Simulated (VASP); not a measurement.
Set up this calculation in VASP 6.6.1, as the native input.

* Task: single point
* Functional: PBE
* Potentials or basis: VASP PAW PBE potentials, release 64 (Ga_d, O)
* Cutoff: 520 eV
* k mesh: 12 × 12 × 2
* Occupations: gaussian, width 0.02 eV
* Spin: no spin polarisation
* Dipole correction: no
* Further INCAR settings: ALGO = Normal; EDIFF = 1e-06; NBANDS = 48

The structure of GaO lies in POSCAR:

```
GaO
1.0
    3.1050994291      0.0000000000      0.0000000000
   -1.5525497146      2.6890949869      0.0000000000
    0.0000000000      0.0000000000     13.8555721528
Ga O
4 4
Direct
    0.3333333333      0.6666666667      0.1595966116
    0.6666666667      0.3333333333      0.6595966116
    0.3333333333      0.6666666667      0.3404033884
    0.6666666667      0.3333333333      0.8404033884
    0.3333333333      0.6666666667      0.6071013579
    0.6666666667      0.3333333333      0.1071013579
    0.3333333333      0.6666666667      0.8928986421
    0.6666666667      0.3333333333      0.3928986421
```

The input as run:

INCAR

```
PREC = Accurate ; ENCUT = 520
EDIFF = 1E-6 ; ISMEAR = 0
SIGMA = 0.02 ; LREAL = F
LASPH = T ; NELM = 60
ALGO = Normal ; ISIF = 2
LWAVE = F ; LCHARG = F
GGA = PE ; NBANDS = 48
```

KPOINTS

```
regular mesh
0
Gamma
  12 12 2
```

Potentials or basis: VASP PAW PBE potentials, release 64 (Ga_d, O).

Run with:

```bash
$ cat potpaw_PBE.64/Ga_d/POTCAR potpaw_PBE.64/O/POTCAR > POTCAR
$ mpirun -np 1 vasp_std > vasp.out
```

Results of the run:

```
Pressure               : 0.5 GPa
Largest force          : 0.047 eV/Å
Band gap on the k mesh : 1.18 eV (least direct gap 1.34 eV)
```

Wall time 6.5 min on 1 thread of AMD EPYC 7R13 (shared host), peak memory 0.29 GiB.
